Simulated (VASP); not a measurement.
# B32N31 (a cell with a defect) in VASP: single point with PBEsol

Aim: the single point of B32N31 (a cell with a defect) with PBEsol.

All numbers are computed with VASP 6.6.1; they aren't measurements. Logs are shortened: lines on timing, memory, paths and dates and some standing lists are left out, and cuts for length are marked.

## Step 1: The cell of the first run

The cell holds a defect, 63 atoms: a = 7.212 Å, b = 7.212 Å, c = 7.212 Å, α = 90.00°, β = 90.00°, γ = 90.00°.

## Step 2: Single point, PBEsol

File INCAR:

```
PREC = Accurate ; ENCUT = 520
EDIFF = 1E-6 ; ISMEAR = -1
SIGMA = 0.05 ; LREAL = Auto
LASPH = T ; NELM = 120
ALGO = Normal ; ISIF = 2
LWAVE = F ; LCHARG = F
GGA = PS ; NELECT = 252.0
ISYM = -1 ; NBANDS = 162
GGA_COMPAT = F
```

File KPOINTS:

```
explicit points
1
Reciprocal
  0.25000000   0.25000000   0.25000000 1
```

File POSCAR:

```
B32N31
1.0
    7.2115910000      0.0000000000      0.0000000000
    0.0000000000      7.2115910000      0.0000000000
    0.0000000000      0.0000000000      7.2115910000
B N
32 31
Direct
    0.0003840000      0.0010580000      0.0011520000
    0.9981630000      0.9988250000      0.5046660000
    0.0013000000      0.5019810000      0.9986370000
    0.9970960000      0.5008600000      0.5002730000
    0.5013300000      0.0019580000      0.9986480000
    0.5001910000      0.9977680000      0.5002870000
    0.5001030000      0.5007780000      0.9991650000
    0.5128660000      0.5135190000      0.4739900000
    0.2506140000      0.2512910000      0.9977670000
    0.2542160000      0.2548820000      0.4991090000
    0.2494870000      0.7523950000      0.9996940000
    0.2497240000      0.7486070000      0.4977890000
    0.7517480000      0.2501470000      0.9996920000
    0.7479380000      0.2503980000      0.4977920000
    0.7508180000      0.7514910000      0.0016540000
    0.6857650000      0.6863680000      0.4994010000
    0.2487870000      0.0002240000      0.2503650000
    0.2518830000      0.0014790000      0.7503210000
    0.2458570000      0.4999690000      0.2469290000
    0.2545360000      0.5033990000      0.7452930000
    0.7489170000      0.9946960000      0.2561630000
    0.7558140000      0.0000040000      0.7474460000
    0.7502330000      0.4956240000      0.2465570000
    0.7531040000      0.5098140000      0.7573180000
    0.9995660000      0.2494540000      0.2503520000
    0.0008070000      0.2525570000      0.7503290000
    0.9940350000      0.7495730000      0.2561660000
    0.9993290000      0.7564770000      0.7474370000
    0.4993040000      0.2465240000      0.2469500000
    0.5027380000      0.2552080000      0.7452830000
    0.4949650000      0.7508920000      0.2465560000
    0.5091510000      0.7537850000      0.7573430000
    0.1254910000      0.1261640000      0.1251470000
    0.1295200000      0.1301880000      0.6247550000
    0.1220430000      0.6256940000      0.1248370000
    0.1253340000      0.6267990000      0.6239660000
    0.6250350000      0.1227050000      0.1248400000
    0.6261260000      0.1260030000      0.6239720000
    0.6247500000      0.6254170000      0.1237640000
    0.3741900000      0.3748650000      0.1227550000
    0.3838290000      0.3844920000      0.6201750000
    0.3740230000      0.8775440000      0.1223800000
    0.3792690000      0.8719060000      0.6251510000
    0.8768900000      0.3746780000      0.1223730000
    0.8712340000      0.3799390000      0.6251460000
    0.8745430000      0.8752120000      0.1285060000
    0.8844590000      0.8851330000      0.6344130000
    0.3748070000      0.1248840000      0.3747790000
    0.3775120000      0.1281700000      0.8727770000
    0.3670550000      0.6254300000      0.3640970000
    0.3789000000      0.6269370000      0.8738190000
    0.8747480000      0.1247350000      0.3764130000
    0.8765660000      0.1285480000      0.8770730000
    0.8669410000      0.6179600000      0.3789660000
    0.8776230000      0.6287220000      0.8773110000
    0.1242220000      0.3754780000      0.3747660000
    0.1275040000      0.3781800000      0.8727850000
    0.1240740000      0.8754140000      0.3764230000
    0.1278790000      0.8772350000      0.8770660000
    0.6247670000      0.3677170000      0.3641070000
    0.6262710000      0.3795610000      0.8738070000
    0.6173170000      0.8675960000      0.3789810000
    0.6280570000      0.8783000000      0.8773290000
```

Potentials or basis: VASP PAW PBE potentials, release 64 (B, N).

Launch:

```
cat potpaw_PBE.64/B/POTCAR potpaw_PBE.64/N/POTCAR > POTCAR
mpirun -np 1 vasp_std > vasp.out
```

OUTCAR:

```text
PREC = Accurate
   ENCUT = 520
   EDIFF = 1E-6
   ISMEAR = -1
   LREAL = Auto
   LASPH = T
   NELM = 120
   ISIF = 2
   GGA = PS
   NELECT = 252.0
   ISYM = -1

 ion  position               nearest neighbor table
   1  0.000  0.001  0.001-  33 1.56  53 1.56  59 1.56  46 1.58
   2  0.998  0.999  0.505-  47 1.49  58 1.57  52 1.57  34 1.60
   3  0.001  0.502  0.999-  35 1.54  55 1.55  44 1.56  57 1.56
   4  0.997  0.501  0.500-  54 1.54  45 1.55  36 1.57  56 1.57
   5  0.501  0.002  0.999-  37 1.54  63 1.55  42 1.56  49 1.57
   6  0.500  0.998  0.500-  62 1.54  43 1.55  38 1.57  48 1.57
   7  0.500  0.501  0.999-  51 1.55  61 1.55  39 1.56  40 1.56
   8  0.513  0.514  0.474-  60 1.54  50 1.54  41 1.69  16 1.77
   9  0.251  0.251  0.998-  40 1.55  57 1.56  49 1.56  33 1.57
  10  0.254  0.255  0.499-  34 1.56  48 1.56  56 1.56  41 1.58
  11  0.249  0.752  1.000-  59 1.54  42 1.55  35 1.58  51 1.59
  12  0.250  0.749  0.498-  36 1.55  58 1.56  50 1.56  43 1.58
  13  0.752  0.250  1.000-  53 1.54  44 1.55  37 1.58  61 1.59
  14  0.748  0.250  0.498-  38 1.55  52 1.56  60 1.56  45 1.58
  15  0.751  0.751  0.002-  63 1.56  55 1.56  39 1.56  46 1.56
  16  0.686  0.686  0.499-  54 1.64  62 1.64   8 1.77
  17  0.249  0.000  0.250-  33 1.56  48 1.56  58 1.56  42 1.57
  18  0.252  0.001  0.750-  49 1.56  59 1.56  34 1.57  43 1.59
  19  0.246  0.500  0.247-  50 1.52  35 1.55  56 1.56  40 1.57
  20  0.255  0.503  0.745-  41 1.56  36 1.56  51 1.57  57 1.58
  21  0.749  0.995  0.256-  46 1.55  52 1.57  62 1.59  37 1.60
  22  0.756  0.000  0.747-  47 1.49  53 1.58  38 1.58  63 1.58
  23  0.750  0.496  0.247-  60 1.55  44 1.55  54 1.55  39 1.57
  24  0.753  0.510  0.757-  55 1.51  61 1.56  45 1.58
  25  1.000  0.249  0.250-  33 1.56  56 1.56  52 1.56  44 1.57
  26  0.001  0.253  0.750-  57 1.56  53 1.56  34 1.57  45 1.59
  27  0.994  0.750  0.256-  46 1.55  58 1.57  54 1.59  35 1.60
  28  0.999  0.756  0.747-  47 1.49  59 1.58  36 1.58  55 1.58
  29  0.499  0.247  0.247-  60 1.52  37 1.55  48 1.56  40 1.57
  30  0.503  0.255  0.745-  41 1.56  38 1.56  61 1.57  49 1.58
  31  0.495  0.751  0.247-  50 1.55  42 1.55  62 1.55  39 1.57
  32  0.509  0.754  0.757-  63 1.51  51 1.56  43 1.58
  33  0.125  0.126  0.125-   1 1.56  25 1.56  17 1.56   9 1.57
  34  0.130  0.130  0.625-  10 1.56  18 1.57  26 1.57   2 1.60
  35  0.122  0.626  0.125-   3 1.54  19 1.55  11 1.58  27 1.60
  36  0.125  0.627  0.624-  12 1.55  20 1.56   4 1.57  28 1.58
  37  0.625  0.123  0.125-   5 1.54  29 1.55  13 1.58  21 1.60
  38  0.626  0.126  0.624-  14 1.55  30 1.56   6 1.57  22 1.58
  39  0.625  0.625  0.124-   7 1.56  15 1.56  31 1.57  23 1.57
  40  0.374  0.375  0.123-   9 1.55   7 1.56  19 1.57  29 1.57
  41  0.384  0.384  0.620-  30 1.56  20 1.56  10 1.58   8 1.69
  42  0.374  0.878  0.122-  31 1.55  11 1.55   5 1.56  17 1.57
  43  0.379  0.872  0.625-   6 1.55  12 1.58  32 1.58  18 1.59
  44  0.877  0.375  0.122-  23 1.55  13 1.55   3 1.56  25 1.57
  45  0.871  0.380  0.625-   4 1.55  14 1.58  24 1.58  26 1.59
  46  0.875  0.875  0.129-  21 1.55  27 1.55  15 1.56   1 1.58
  47  0.884  0.885  0.634-  22 1.49  28 1.49   2 1.49
  48  0.375  0.125  0.375-  29 1.56  10 1.56  17 1.56   6 1.57
  49  0.378  0.128  0.873-  18 1.56   9 1.56   5 1.57  30 1.58
  50  0.367  0.625  0.364-  19 1.52   8 1.54  31 1.55  12 1.56
  51  0.379  0.627  0.874-   7 1.55  32 1.56  20 1.57  11 1.59
  52  0.875  0.125  0.376-  14 1.56  25 1.56  21 1.57   2 1.57
  53  0.877  0.129  0.877-  13 1.54  26 1.56   1 1.56  22 1.58
[... 8 lines left out ...]
  62  0.617  0.868  0.379-   6 1.54  31 1.55  21 1.59  16 1.64
  63  0.628  0.878  0.877-  32 1.51   5 1.55  15 1.56  22 1.58

IMPORTANT INFORMATION: All symmetrisations will be switched off!
NOSYMM: (Re-)initialisation of all symmetry stuff for point group C_1.

----------------------------------------------------------------------------------------

                                     Primitive cell

  volume of cell :     375.0535

  direct lattice vectors                    reciprocal lattice vectors
     7.211591000  0.000000000  0.000000000     0.138665656  0.000000000  0.000000000
     0.000000000  7.211591000  0.000000000     0.000000000  0.138665656  0.000000000
     0.000000000  0.000000000  7.211591000     0.000000000  0.000000000  0.138665656

  length of vectors
     7.211591000  7.211591000  7.211591000     0.138665656  0.138665656  0.138665656

  position of ions in fractional coordinates (direct lattice)
     0.000384000  0.001058000  0.001152000
     0.998163000  0.998825000  0.504666000
     0.001300000  0.501981000  0.998637000
     0.997096000  0.500860000  0.500273000
     0.501330000  0.001958000  0.998648000
     0.500191000  0.997768000  0.500287000
[... 55 lines left out ...]
     0.617317000  0.867596000  0.378981000
     0.628057000  0.878300000  0.877329000

  ion indices of the primitive-cell ions
   primitive index   ion index
                 1           1
                 2           2
                 3           3
                 4           4
                 5           5
                 6           6
[... 55 lines left out ...]
                62          62
                63          63

----------------------------------------------------------------------------------------

 KPOINTS: explicit points

Read explicit list of k-points.

 Found      1 k-points:

 Following reciprocal coordinates:
            Coordinates               Weight
  0.250000  0.250000  0.250000      1.000000
   k-points           NKPTS =      1   k-points in BZ     NKDIM =      1   number of bands    NBANDS=    162
   number of dos      NEDOS =    301   number of ions     NIONS =     63
   total plane-waves  NPLWV = 157464
   dimension x,y,z NGX =    54 NGY =   54 NGZ =   54
   dimension x,y,z NGXF=   108 NGYF=  108 NGZF=  108
   ions per type =              32  31
   NGX,Y,Z   is equivalent  to a cutoff of  12.45, 12.45, 12.45 a.u.
   NGXF,Y,Z  is equivalent  to a cutoff of  24.90, 24.90, 24.90 a.u.
 SYSTEM =  unknown system
   PREC   = accura    normal or accurate (medium, high low for compatibility)
   ISTART =      0    job   : 0-new  1-cont  2-samecut
   ICHARG =      2    charge: 1-file 2-atom 10-const
   ISPIN  =      1    spin polarized calculation?
   LNONCOLLINEAR =      F non collinear calculations
   LSORBIT =      F    spin-orbit coupling
   LASPH  =      T    aspherical Exc in radial PAW
   ENCUT  =  520.0 eV  38.22 Ry    6.18 a.u.  13.41 13.41 13.41*2*pi/ulx,y,z
   NELM   =    120;   NELMIN=  2; NELMDL= -5     # of ELM steps
   EDIFF  = 0.1E-05   stopping-criterion for ELM
   LREAL  =      T    real-space projection
   EDIFFG = 0.1E-04   stopping-criterion for IOM
   NSW    =      0    number of steps for IOM
   IBRION =     -1    ionic relax: 0-MD 1-quasi-New 2-CG
   NFREE  =      0    steps in history (QN), initial steepest desc. (CG)
   ISIF   =      2    stress and relaxation
   ISYM   =     -1    0-nonsym 1-usesym 2-fastsym
   POTIM  = 0.5000    time-step for ionic-motion
   TEBEG  =    0.0;   TEEND  =   0.0 temperature during run
   PSTRESS=    0.0 pullay stress
   NELECT =     252.0000    total number of electrons
   NUPDOWN=      -1.0000    fix difference up-down
   EMIN   =  10.00;   EMAX   =-10.00  energy-range for DOS
   EFERMI =   0.00;   METHOD = LEGACY
   ISMEAR =    -1;   SIGMA  =   0.05  broadening in eV -4-tet -1-fermi 0-gaus
   EFERMI_NEDOS =   21; number of points for ismear=-14 and -15
   IALGO  =     38    algorithm
   IMIX   =      4    mixing-type and parameters
     AMIX     =   0.40;   BMIX     =  1.00
     AMIX_MAG =   1.60;   BMIX_MAG =  1.00
  volume/ion in A,a.u.               =       5.95        40.17
  Fermi-wavevector in a.u.,A,eV,Ry     =   1.433873  2.709626 27.973454  2.055991
  Thomas-Fermi vector in A             =   2.553343
   LORBIT       =      0    0 simple, 1 ext, 2 COOP (PROOUT), +10 PAW based schemes
   GGA     = PS    functional components
   LHFCALC =     F    Hartree Fock is set to
   AEXX    =    0.0000 exact exchange contribution
   IVDW    =     0    specifies the selected vdW correction
   LEPSILON=     F    determine dielectric tensor
   LRPA    =     F    only Hartree local field effects (RPA)
 non-spin polarized calculation
  energy-cutoff  :      520.00
  volume of cell :      375.05
 maximum number of plane-waves:     10107
 NGX is ok and might be reduce to    54
   NGX = 27   NGY = 27   NGZ = 27

 number of electron     252.0000031 magnetization

 Free energy of the ion-electron system (eV)
  ---------------------------------------------------
  ext. energy  EPLUGINS =         0.00000000
  ---------------------------------------------------
  free energy    TOTEN  =      -559.95383057 eV

  energy without entropy =     -559.95383056  energy(sigma->0) =     -559.95383057

 E-fermi :  10.6010     XC(G=0): -12.9963

 val. band max:        9.5702626953   @ k =   0.2500   0.2500   0.2500
 cond. band min:      11.6312220658   @ k =   0.2500   0.2500   0.2500
 fundamental gap:      2.0609593705
 Fermi energy:        10.6010174732

 k-point     1 :       0.2500    0.2500    0.2500
  band No.  band energies     occupation
      1     -12.6781      2.00000
      2     -11.7665      2.00000
      3     -11.6776      2.00000
      4     -11.5615      2.00000
      5     -10.8134      2.00000
      6     -10.7575      2.00000
[... 130 lines left out ...]
    137      15.4168      0.00000
    138      15.4545      0.00000
 [bands above 138 left out]

------------------------ aborting loop because EDIFF is reached ----------------------------------------

  FORCE on cell =-STRESS in cart. coord.  units (eV):
  Direction    XX          YY          ZZ          XY          YZ          ZX
  --------------------------------------------------------------------------------------
  -------------------------------------------------------------------------------------
  Total        8.0136410      8.0147543     19.0547226     -1.0171303     10.7758028     10.7667171
  in kB       34.2331768     34.2379326     81.3991650     -4.3450414     46.0327533     45.9939408
  external PRESSURE =      49.9567582 kB  Pullay stress =       0.0000000 kB

 VOLUME and BASIS-vectors are now :
 -----------------------------------------------------------------------------
  energy-cutoff  :      520.00
  volume of cell :      375.05
      direct lattice vectors                 reciprocal lattice vectors
     7.211591000  0.000000000  0.000000000     0.138665656  0.000000000  0.000000000
     0.000000000  7.211591000  0.000000000     0.000000000  0.138665656  0.000000000
     0.000000000  0.000000000  7.211591000     0.000000000  0.000000000  0.138665656

 POSITION                                       TOTAL-FORCE (eV/Angst)
 -----------------------------------------------------------------------------------
      0.00277      0.00763      0.00831        -0.014183     -0.016172     -0.001346
      7.19834      7.20312      3.63944         0.013719      0.016300     -0.020743
      0.00938      3.62008      7.20176         0.005031      0.006100     -0.003046
      7.19065      3.61200      3.60776         0.005451     -0.007513      0.005713
      3.61539      0.01412      7.20184         0.002027      0.007862     -0.003957
      3.60717      7.19549      3.60787        -0.004860      0.002227      0.004066
[... 55 lines left out ...]
      4.45184      6.25675      2.73306         0.009909     -0.008696      0.001030
      4.52929      6.33394      6.32694         0.017382      0.001373     -0.008875
 -----------------------------------------------------------------------------------
    total drift:                                0.000641      0.001936      0.001463

  FREE ENERGIE OF THE ION-ELECTRON SYSTEM (eV)
  ---------------------------------------------------
  free  energy   TOTEN  =      -559.9538305680 eV

  energy  without entropy=     -559.9538305631  energy(sigma->0) =     -559.95383057
```

Wall time 2.8 min (1 thread of Intel Xeon Platinum 8375C at 2.90GHz (Ice Lake), shared host); peak memory 0.4 GiB.

Results:

* Free energy: -559.9538 eV
* Largest force: 0.046 eV/Å

Forces on the atoms (eV/Å):
```
B   -0.014 -0.016 -0.001
B    0.014  0.016 -0.021
B    0.005  0.006 -0.003
B    0.005 -0.008  0.006
B    0.002  0.008 -0.004
B   -0.005  0.002  0.004
B   -0.002 -0.007  0.009
B   -0.006 -0.003  0.045
B    0.008  0.004 -0.009
B   -0.004 -0.003  0.008
B   -0.003 -0.019  0.009
B    0.018  0.009 -0.001
B   -0.024 -0.001  0.010
B    0.011  0.014 -0.002
B    0.005  0.002 -0.009
B    0.003  0.011  0.019
B    0.002 -0.012  0.013
B    0.003  0.004 -0.014
B    0.001 -0.005 -0.004
B    0.002 -0.002  0.005
B   -0.009  0.005  0.004
B   -0.020 -0.009  0.005
B   -0.003  0.000 -0.003
B   -0.013  0.011 -0.040
B   -0.014  0.001  0.017
B    0.005  0.002 -0.017
B    0.004 -0.006  0.001
B   -0.009 -0.017  0.007
B   -0.005 -0.001 -0.008
B   -0.003  0.000  0.009
B    0.001 -0.002  0.001
B    0.008 -0.013 -0.042
N    0.001 -0.002 -0.002
N    0.003  0.004 -0.001
N    0.000  0.013 -0.001
N   -0.007 -0.007  0.003
N    0.012  0.002  0.001
N   -0.005 -0.007  0.002
N   -0.002 -0.003  0.005
N    0.005  0.002 -0.001
N    0.010  0.012 -0.011
N   -0.004  0.002  0.004
N   -0.005 -0.002  0.001
N    0.000 -0.001  0.005
N    0.001 -0.006  0.001
N    0.008  0.006 -0.010
N   -0.021 -0.023  0.011
N    0.001 -0.007  0.005
N    0.001  0.014 -0.002
N    0.007  0.015  0.005
N   -0.009 -0.006  0.004
N    0.005  0.011 -0.006
N    0.003 -0.016  0.000
N   -0.008  0.013  0.003
N    0.003  0.016 -0.006
N   -0.008 -0.001  0.006
N    0.013  0.001 -0.005
N    0.009  0.004 -0.008
N   -0.015  0.001  0.003
N    0.015  0.006  0.002
N   -0.005 -0.007  0.006
N    0.010 -0.009  0.001
N    0.017  0.001 -0.009
```

Caveat: the cell carries a net charge on a neutralising background, which shifts energy and pressure; the cell is charged against a uniform background, so pressure and absolute levels hang on convention; the PAW data sets were made with another functional, which shifts forces and pressure a little.
